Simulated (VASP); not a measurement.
Crystal: Y.

```
CELL_PARAMETERS angstrom
0.00000 3.50000 3.50000
3.50000 0.00000 3.50000
3.50000 3.50000 0.00000
ATOMIC_POSITIONS crystal
Y 0.00000 0.00000 0.00000
Y 0.25000 0.25000 0.25000
```

This isn't the form of Y at room conditions, which is hcp.

```yaml
Program: VASP 6.6.1
Task: relaxation of cell and atoms
Functional: PBE
Potentials_or_basis: VASP PAW PBE potentials, release 64 (Y_sv)
Cutoff: 500 eV
k_mesh: 6 × 6 × 6
Occupations: fermi-dirac, width 0.05 eV
Spin: no spin polarisation
```

At the start: pressure 0.4 GPa; volume 42.88 Å³/atom.

**Question.** Where does the relaxation end?

**Answer.** Over 4 steps the energy falls by 2.0 meV/atom and the volume is 44.24 Å³/atom (+3.2 %); space group Fd-3m (No. 227, to 0.1 Å) before and after.

The path:
```csv
step,energy change (eV),largest force (eV/Å),pressure (GPa),volume (Å³)
1,0.0000,0.0000,0.45,85.75
2,-0.0032,0.0000,0.22,87.24
3,-0.0040,0.0000,0.04,88.26
4,-0.0040,0.0000,0.00,88.48
```

Final structure:
```
Y
1.0
     0.00000    3.53682    3.53682
     3.53682    0.00000    3.53682
     3.53682    3.53682    0.00000
Y
2
Direct
  0.00000 0.00000 0.00000
  0.25000 0.25000 0.25000
```
